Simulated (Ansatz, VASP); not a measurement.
# Two plane-wave programs on Ca7TiO8

INCAR

```
PREC = Accurate ; ENCUT = 520
EDIFF = 1E-7 ; ISMEAR = 0
SIGMA = 0.05 ; LREAL = Auto
LASPH = True ; NELM = 150
ALGO = Normal ; ISIF = 2
LWAVE = False ; LCHARG = True
ISPIN = 2 ; MAGMOM = 2 0 0 0 0 0 0 0 0 0 0 0 0 0 0 0
LORBIT = 11 ; LMAXMIX = 4
LDAU = True ; LDAUTYPE = 2
LDAUL = 2 -1 -1 ; LDAUU = 5 0 0
LDAUJ = 0 0 0 ; LDAUPRINT = 1
GGA = PS ; LELF = True
LVHAR = True ; NBANDS = 83
```

File KPOINTS:

```
regular mesh
0
Gamma
  3 3 3
```

File POSCAR:

```
Ca7TiO8
1.0
    0.0000000000      4.8150000000      4.8150000000
    4.8150000000      0.0000000000      4.8150000000
    4.8150000000      4.8150000000      0.0000000000
Ti Ca O
1 7 8
Direct
    0.0000000000      0.0000000000      1.0000000000
    0.0000000000      0.0000000000      0.5000000000
    0.0000000000      0.5000000000      0.0000000000
    0.0000000000      0.5000000000      0.5000000000
    0.5000000000      0.0000000000      0.0000000000
    0.5000000000      0.0000000000      0.5000000000
    0.5000000000      0.5000000000      0.0000000000
    0.5000000000      0.5000000000      0.5000000000
    0.2500000000      0.2500000000      0.2500000000
    0.2443079411      0.2443079411      0.7556920589
    0.2443079411      0.7556920589      0.2443079411
    0.2443079411      0.7556920589      0.7556920589
    0.7556920589      0.2443079411      0.2443079411
    0.7556920589      0.2443079411      0.7556920589
    0.7556920589      0.7556920589      0.2443079411
    0.7500000000      0.7500000000      0.7500000000
```

Input for Ansatz:

```yaml
crystal:
  lattice:
    - [0.0, 4.815, 4.815]
    - [4.815, 0.0, 4.815]
    - [4.815, 4.815, 0.0]
  atoms:
    - { symbol: Ti, position: [0.0, 0.0, 1.0], spin: 2.0 }
    - { symbol: Ca, position: [0.0, 0.0, 0.5] }
    - { symbol: Ca, position: [0.0, 0.5, 0.0] }
    - { symbol: Ca, position: [0.0, 0.5, 0.5] }
    - { symbol: Ca, position: [0.5, 0.0, 0.0] }
    - { symbol: Ca, position: [0.5, 0.0, 0.5] }
    - { symbol: Ca, position: [0.5, 0.5, 0.0] }
    - { symbol: Ca, position: [0.5, 0.5, 0.5] }
    - { symbol: O, position: [0.25, 0.25, 0.25] }
    - { symbol: O, position: [0.2443079411, 0.2443079411, 0.7556920589] }
    - { symbol: O, position: [0.2443079411, 0.7556920589, 0.2443079411] }
    - { symbol: O, position: [0.2443079411, 0.7556920589, 0.7556920589] }
    - { symbol: O, position: [0.7556920589, 0.2443079411, 0.2443079411] }
    - { symbol: O, position: [0.7556920589, 0.2443079411, 0.7556920589] }
    - { symbol: O, position: [0.7556920589, 0.7556920589, 0.2443079411] }
    - { symbol: O, position: [0.75, 0.75, 0.75] }
basis:
  ecutwfc: 420
  ecutrho_ratio: 4
kpoints:
  mp_grid: { grid: [3, 3, 3] }
hamiltonian:
  xc: pbesol
  hubbard: { sites: [{ site: 0, l: d, u_eff: 5.0 }] }
scf:
  occupations: { method: gaussian, width: 0.05 }
  lower_state_search: "off"
  max_iter: 150
output:
  forces: true
  stress: true
  eigenvalues: true
  populations: true
  hubbard: { sites: [{ site: 0, l: d }] }
magnetization:
  spin_polarized: true
```

Alike in both runs: task single point; functional PBEsol; k mesh 3 × 3 × 3; occupations gaussian, width 0.05 eV; collinear spin; Hubbard terms Ti d U = 5.0 eV.

|  | VASP | Ansatz |
| --- | --- | --- |
| version | VASP 6.6.1 | Ansatz 0.2.0 |
| potentials or method | VASP PAW PBE potentials, release 64 (Ti_sv, Ca_sv, O), cutoff 520 eV | scalar-relativistic, plane waves, PAW |
| valence electrons in the cell | 130 | 130 |

Ansatz gave:

```
gap on the k mesh at the Fermi level (eV)                     : none
pressure (GPa)                                                : -6.5
rms of the force components (eV/Å)                            : 0.053
net moment per atom (μB)                                      : 0.13
size of the moment on the site where the two differ most (μB) : 1.42
```

Question: Which values does VASP return?

Answer: gap on the k mesh at the Fermi level (eV): none; pressure (GPa): -6.3; rms of the force components (eV/Å): 0.005; net moment per atom (μB): 0.13; size of the moment on the site where the two differ most (μB): 1.50.

VASP's potentials were made for PBE, not for PBEsol. Site moments also hang on the region over which each program counts them. The programs project onto different local orbitals, so the same U acts differently, and such runs can settle in different states. Atom by atom the forces differ by 0.048 eV/Å (rms over components). A gap of «none» marks a metal or a gap that the smearing closes. Ansatz's warnings: filled band counts differ across k points.

The k mesh is coarse, so the values compare programs but aren't converged.
